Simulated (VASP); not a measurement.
Set up this calculation in VASP 6.6.1, as the native input.

* Task: single point
* Functional: PBEsol
* Potentials or basis: VASP PAW PBE potentials, release 64 (B, N)
* Cutoff: 520 eV
* k mesh: 1 × 1 × 1, shifted
* Occupations: fermi-dirac, width 0.05 eV
* Spin: collinear spin
* Dipole correction: no
* Further INCAR settings: LREAL = Auto; ALGO = Normal; EDIFF = 1e-06; NBANDS = 172; ISYM = 0

The structure of B33N32 (a cell with a defect) lies in POSCAR:

```
B33N32
1.0
    7.2115910000      0.0000000000      0.0000000000
    0.0000000000      7.2115910000      0.0000000000
    0.0000000000      0.0000000000      7.2115910000
B N
33 32
Direct
    0.0000000000      0.0000000000      0.0000000000
    0.0000000000      0.0000000000      0.5000000000
    0.0000000000      0.5000000000      0.0000000000
    0.0000000000      0.5000000000      0.5000000000
    0.5000000000      0.0000000000      0.0000000000
    0.5000000000      0.0000000000      0.5000000000
    0.5000000000      0.5000000000      0.0000000000
    0.4094010000      0.4094010000      0.5000000000
    0.2500000000      0.2500000000      0.0000000000
    0.2500000000      0.2500000000      0.5000000000
    0.2500000000      0.7500000000      0.0000000000
    0.2500000000      0.7500000000      0.5000000000
    0.7500000000      0.2500000000      0.0000000000
    0.7500000000      0.2500000000      0.5000000000
    0.7500000000      0.7500000000      0.0000000000
    0.7500000000      0.7500000000      0.5000000000
    0.2500000000      0.0000000000      0.2500000000
    0.2500000000      0.0000000000      0.7500000000
    0.2500000000      0.5000000000      0.2500000000
    0.2500000000      0.5000000000      0.7500000000
    0.7500000000      0.0000000000      0.2500000000
    0.7500000000      0.0000000000      0.7500000000
    0.7500000000      0.5000000000      0.2500000000
    0.7500000000      0.5000000000      0.7500000000
    0.0000000000      0.2500000000      0.2500000000
    0.0000000000      0.2500000000      0.7500000000
    0.0000000000      0.7500000000      0.2500000000
    0.0000000000      0.7500000000      0.7500000000
    0.5000000000      0.2500000000      0.2500000000
    0.5000000000      0.2500000000      0.7500000000
    0.5000000000      0.7500000000      0.2500000000
    0.5000000000      0.7500000000      0.7500000000
    0.5905990000      0.5905990000      0.5000000000
    0.1250000000      0.1250000000      0.1250000000
    0.1250000000      0.1250000000      0.6250000000
    0.1250000000      0.6250000000      0.1250000000
    0.1250000000      0.6250000000      0.6250000000
    0.6250000000      0.1250000000      0.1250000000
    0.6250000000      0.1250000000      0.6250000000
    0.6250000000      0.6250000000      0.1250000000
    0.6250000000      0.6250000000      0.6250000000
    0.3750000000      0.3750000000      0.1250000000
    0.3750000000      0.3750000000      0.6250000000
    0.3750000000      0.8750000000      0.1250000000
    0.3750000000      0.8750000000      0.6250000000
    0.8750000000      0.3750000000      0.1250000000
    0.8750000000      0.3750000000      0.6250000000
    0.8750000000      0.8750000000      0.1250000000
    0.8750000000      0.8750000000      0.6250000000
    0.3750000000      0.1250000000      0.3750000000
    0.3750000000      0.1250000000      0.8750000000
    0.3750000000      0.6250000000      0.3750000000
    0.3750000000      0.6250000000      0.8750000000
    0.8750000000      0.1250000000      0.3750000000
    0.8750000000      0.1250000000      0.8750000000
    0.8750000000      0.6250000000      0.3750000000
    0.8750000000      0.6250000000      0.8750000000
    0.1250000000      0.3750000000      0.3750000000
    0.1250000000      0.3750000000      0.8750000000
    0.1250000000      0.8750000000      0.3750000000
    0.1250000000      0.8750000000      0.8750000000
    0.6250000000      0.3750000000      0.3750000000
    0.6250000000      0.3750000000      0.8750000000
    0.6250000000      0.8750000000      0.3750000000
    0.6250000000      0.8750000000      0.8750000000
```

One way to write it, as run:

INCAR

```
SYSTEM = B33N32
PREC = Accurate
ENCUT = 520
EDIFF = 1E-6
ISMEAR = -1
SIGMA = 0.05
LREAL = Auto
LASPH = .TRUE.
NELM = 200
ALGO = Normal
ISIF = 2
LWAVE = .FALSE.
LCHARG = .TRUE.
ISPIN = 2
MAGMOM = 0 0 0 0 0 0 0 0.167 0 0 0 0 0 0 0 0 0 0 0 0 0 0 0 0 0 0 0 0 0 0 0 0 0.167 0 0 0 0 0 0 0 0.167 0 0.167 0 0 0 0 0 0 0 0 0.167 0 0 0 0 0 0 0 0 0 0.167 0 0 0
LORBIT = 11
GGA = PS
LELF = .TRUE.
LVHAR = .TRUE.
ISYM = 0
NBANDS = 172
GGA_COMPAT = .FALSE.
```

KPOINTS

```
Automatic mesh
0
Gamma
  1 1 1
  0.25 0.25 0.25
```

Potentials or basis: VASP PAW PBE potentials, release 64 (B, N).

Run with:

```bash
$ cat potpaw_PBE.64/B/POTCAR potpaw_PBE.64/N/POTCAR > POTCAR
$ mpirun -np 1 vasp_std > vasp.out
```

Results of the run:

- Pressure: 25.3 GPa
- Largest force: 68.036 eV/Å
- Net moment: 0.00 μB per cell
- Valence electrons inside the program's atomic spheres: B 2.05, 2.04, 3.14, 2.10, 2.03 (each value once); N 3.97, 4.53, 3.96, 3.89 (each value once)

Caveat: the k points lie up to 0.44 Å⁻¹ apart; atoms lie so close that the PAW spheres overlap strongly, which falsifies energies and pressures; the PAW data sets were made with another functional, which shifts forces and pressure a little.

Wall time 37 min on 1 thread of Intel Xeon 8259CL (shared host), peak memory 0.71 GiB.
